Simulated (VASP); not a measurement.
Write the native input for VASP 6.6.1 that does the following.

* Task: single point
* Functional: r2SCAN
* Potentials or basis: VASP PAW PBE potentials, release 64 (Al, Ni)
* Cutoff: 520 eV
* k mesh: 14 × 14 × 12
* Occupations: gaussian, width 0.1 eV
* Spin: no spin polarisation
* Dipole correction: no
* Further INCAR settings: ALGO = Normal; EDIFF = 1e-07; NBANDS = 14

AlNi:

```xyz
2
Lattice="1.9387 -1.9532 0.0000 1.9387 1.9532 0.0000 0.0000 0.0000 3.0994" Properties=species:S:1:pos:R:3 pbc="T T T"
Al    0.0000    0.0000    0.0000
Ni    1.9387    0.0000    1.5497
```

The input as run:

POSCAR

```
AlNi
1.0
    1.9386940000     -1.9531901500      0.0000000000
    1.9386940000      1.9531901500      0.0000000000
    0.0000000000      0.0000000000      3.0994300413
Al Ni
1 1
Direct
    0.0000000000      0.0000000000      0.0000000000
    0.5000000000      0.5000000000      0.5000000000
```

INCAR.step1

```
SYSTEM = AlNi
PREC = Accurate ; ENCUT = 520
ISMEAR = 0 ; SIGMA = 0.1
LREAL = .FALSE. ; LASPH = .TRUE.
NELM = 100 ; NBANDS = 14
GGA = PE ; ALGO = Normal
EDIFF = 1E-4 ; LWAVE = .TRUE.
LCHARG = .FALSE.
```

INCAR.step2

```
SYSTEM = AlNi
PREC = Accurate ; ENCUT = 520
EDIFF = 1E-7 ; ISMEAR = 0
SIGMA = 0.1 ; LREAL = .FALSE.
LASPH = .TRUE. ; NELM = 100
ALGO = Normal ; ISIF = 2
LWAVE = .FALSE. ; LCHARG = .FALSE.
METAGGA = R2SCAN ; LMIXTAU = .TRUE.
NBANDS = 14 ; ISTART = 1
```

KPOINTS

```
Automatic mesh
0
G
  14 14 12
  0 0 0
```

Potentials or basis: VASP PAW PBE potentials, release 64 (Al, Ni).

Command:

```bash
$ cat potpaw_PBE.64/Al/POTCAR potpaw_PBE.64/Ni/POTCAR > POTCAR
$ cp INCAR.step1 INCAR
$ mpirun -np 1 vasp_std > vasp.out
$ cp INCAR.step2 INCAR
$ mpirun -np 1 vasp_std > vasp.out
```

It gave:

```yaml
Pressure: 0.4 GPa
Band_gap_on_the_k_mesh: zero (an odd number of electrons rules out a gap without spin polarisation)
```

Caveat: the stress differs along the axes, from -4 to 4 GPa; the PAW data sets were made with another functional, which shifts forces and pressure a little.

It took 4.7 min on 1 thread of Intel(R) Xeon(R) 6975P-C (Granite Rapids) (shared host), peak memory 0.24 GiB.
